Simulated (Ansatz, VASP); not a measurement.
MgO: VASP beside Ansatz

The input INCAR:

```
SYSTEM = MgO
PREC     = Accurate       ! precision mode
ENCUT    = 600            ! plane-wave cutoff, eV
EDIFF    = 1E-6           ! SCF threshold, eV
ISMEAR   = 0              ! smearing method
SIGMA    = 0.1            ! smearing width, eV
LREAL    = .FALSE.        ! projectors in reciprocal space
LASPH    = .TRUE.         ! aspherical terms in the spheres
NELM     = 150            ! most SCF steps
ALGO     = Normal         ! electronic algorithm
ISIF     = 3              ! what is computed and relaxed
LWAVE    = .FALSE.        ! write WAVECAR
LCHARG   = .FALSE.        ! write CHGCAR
ISPIN    = 2              ! spin polarisation
MAGMOM   = 0 0 1 1        ! initial moments
LORBIT   = 11             ! projections on sites
GGA      = PE             ! functional
IBRION   = 2              ! ionic algorithm
NSW      = 90             ! ionic steps
EDIFFG   = -0.04          ! ionic threshold
```

File KPOINTS:

```
Automatic mesh
0
G
  6 6 4
  0 0 0
```

POSCAR

```
MgO
1.0
    3.8164736400      0.0000000000      0.0000000000
   -1.9082368200      3.3051631300      0.0000000000
    0.0000000000      0.0000000000      4.3952681500
Mg O
2 2
Direct
    0.0000000000      0.0000000000      0.5000000000
    0.0000000000      0.0000000000      0.0000000000
    0.3333333300      0.6666666700      0.0000000000
    0.6666666700      0.3333333300      0.0000000000
```

Input for Ansatz:

```yaml
crystal:
  lattice:
    - [3.81647364, 0.0, 0.0]
    - [-1.90823682, 3.30516313, 0.0]
    - [0.0, 0.0, 4.39526815]
  atoms:
    - { symbol: Mg, position: [0.0, 0.0, 0.5] }
    - { symbol: Mg, position: [0.0, 0.0, 0.0] }
    - { symbol: O, position: [0.33333333, 0.66666667, 0.0], spin: 1.0 }
    - { symbol: O, position: [0.66666667, 0.33333333, 0.0], spin: 1.0 }
basis:
  ecutwfc: 420
kpoints:
  mp_grid: { grid: [6, 6, 4] }
hamiltonian:
  xc: pbe
scf:
  occupations: { method: gaussian, width: 0.1 }
  lower_state_search: "off"
output:
  forces: true
  stress: true
  eigenvalues: true
  populations: true
magnetization:
  spin_polarized: true
relax:
  adjacent_minimum: "off"
  f_tol: 0.04
  max_steps: 70
  cell: { stress_tol: 0.4 }
```

Alike in both runs: task relaxation of cell and atoms; functional PBE; k mesh 6 × 6 × 4; occupations gaussian, width 0.1 eV; collinear spin.

|  | VASP | Ansatz |
| --- | --- | --- |
| version | VASP 6.6.1 | Ansatz 0.2.0 |
| potentials or method | VASP PAW PBE potentials, release 64 (Mg, O), cutoff 600 eV | scalar-relativistic, plane waves, PAW |
| valence electrons in the cell | 16 | 32 |

Ansatz gave:

* gap on the k mesh at the Fermi level, each at its own relaxed structure (eV): none
* net moment per atom (μB): 0.00
* relaxed volume (Å³/atom): 20.02
* relaxed length of the cell vector where the two differ most in proportion (Å): 6.912

**Question.** What did VASP give for the same quantities?

**Answer.** gap on the k mesh at the Fermi level, each at its own relaxed structure (eV): none; net moment per atom (μB): 0.00; relaxed volume (Å³/atom): 17.15; relaxed length of the cell vector where the two differ most in proportion (Å): 5.918.

A gap of «none» marks a metal or a gap that the smearing closes. One of these differences is far larger than is usual between the two programs; its cause wasn't traced. VASP's potentials hold 16 valence electrons a cell and Ansatz's 32, so a difference there can come from the potentials and not from the codes. Ansatz's warnings: seeded moment not kept.

Noted on VASP's run: the volume moved by over 15 % at a fixed basis, so the end points are rough.
